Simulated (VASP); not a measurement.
Write the native input for VASP 6.6.1 that does the following.

```yaml
Task: relaxation of cell and atoms
Functional: PBE
Potentials_or_basis: VASP PAW PBE potentials, release 64 (Zn, Se)
Cutoff: 600 eV
k_mesh: 12 × 12 × 4
Occupations: gaussian, width 0.1 eV
Spin: no spin polarisation
Dipole_correction: no
Further_INCAR_settings: ALGO = Normal; EDIFF = 1e-06; IBRION = 2; EDIFFG = -0.01; NSW = 100; ISIF = 3
```

The structure of ZnSe lies in POSCAR:

```
ZnSe
1.0
    3.8329923258      0.0000000000      0.0000000000
   -1.9164961629      3.3194687267      0.0000000000
    0.0000000000      0.0000000000     10.7514556025
Zn Se
3 3
Direct
    0.6666666667      0.3333333333      0.2195672304
    0.6666666667      0.3333333333      0.7804327696
    0.3333333333      0.6666666667      0.5000000000
    0.0000000000      0.0000000000      0.3343702969
    0.0000000000      0.0000000000      0.6656297031
    0.6666666667      0.3333333333      0.0000000000
```

The cell was built from a structure type or drawn by symmetry, and may not be a known phase.

One way to write it, as run:

INCAR

```
SYSTEM = ZnSe
ALGO = Normal
EDIFF = 1E-6
EDIFFG = -0.01
ENCUT = 600
GGA = PE
IBRION = 2
ISIF = 3
ISMEAR = 0
LASPH = .TRUE.
LCHARG = .FALSE.
LREAL = .FALSE.
LWAVE = .FALSE.
NELM = 80
NSW = 100
PREC = Accurate
SIGMA = 0.1
```

KPOINTS

```
k-points
0
G
  12 12 4
  0 0 0
```

Potentials or basis: VASP PAW PBE potentials, release 64 (Zn, Se).

The run is started by

```bash
$ cat potpaw_PBE.64/Zn/POTCAR potpaw_PBE.64/Se/POTCAR > POTCAR
$ mpirun -np 1 vasp_std > vasp.out
```

It gave:

```
Relaxed volume                        : 22.79 Å³/atom
Relaxed cell                          : a = 3.826 Å, b = 3.826 Å, c = 10.791 Å, α = 90.00°, β = 90.00°, γ = 120.00°
Space group after relaxing (to 0.1 Å) : P-6m2 (No. 187)
Energy gained by relaxing             : 0.2 meV/atom
Ionic steps                           : 8
Pressure after relaxing               : 0.1 GPa
Largest force after relaxing          : 0.006 eV/Å
Band gap on the k mesh                : zero (bands 27 and 28 overlap by 0.76 eV)
```

Caveat: semilocal functionals underestimate gaps, so a narrow gap can read as zero.

Run time: 12 min on 1 thread of Intel(R) Xeon(R) 6975P-C (Granite Rapids), on a shared host, peak memory 0.47 GiB.
